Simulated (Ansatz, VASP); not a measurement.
**Ta3N in VASP and in Ansatz**

```
CELL_PARAMETERS angstrom
3.02177 0.00000 0.00000
-1.51089 2.61693 0.00000
0.00000 0.00000 7.55759
ATOMIC_POSITIONS crystal
Ta 0.00000 0.00000 0.50000
Ta 0.32417 0.64834 0.16882
Ta 0.66667 0.33333 0.82640
N 0.00000 0.00000 0.00000
```

Alike in both runs: task single point; functional PBE; k mesh 18 × 18 × 6; occupations gaussian, width 0.15 eV; no spin polarisation.

|  | VASP | Ansatz |
| --- | --- | --- |
| version | VASP 6.6.1 | Ansatz 0.2.0 |
| potentials or method | VASP PAW PBE potentials, release 64 (Ta_pv, N), cutoff 520 eV | scalar-relativistic, plane waves, PAW |
| valence electrons in the cell | 38 | 44 |

Ansatz gave:

```
gap on the k mesh at the Fermi level (eV)                     : none
pressure (GPa)                                                : 0.8
traceless stress, the component that is largest in VASP (GPa) : 0.90
rms of the force components (eV/Å)                            : 0.242
```

Task: Which values does VASP return?

Result: gap on the k mesh at the Fermi level (eV): none; pressure (GPa): 1.1; traceless stress, the component that is largest in VASP (GPa): 0.91; rms of the force components (eV/Å): 0.255.

Atom by atom the forces differ by 0.020 eV/Å (rms over components). A gap of «none» marks a metal or a gap that the smearing closes. VASP's potentials hold 38 valence electrons a cell and Ansatz's 44, so a difference there can come from the potentials and not from the codes.

Neither program's run includes spin-orbit coupling.
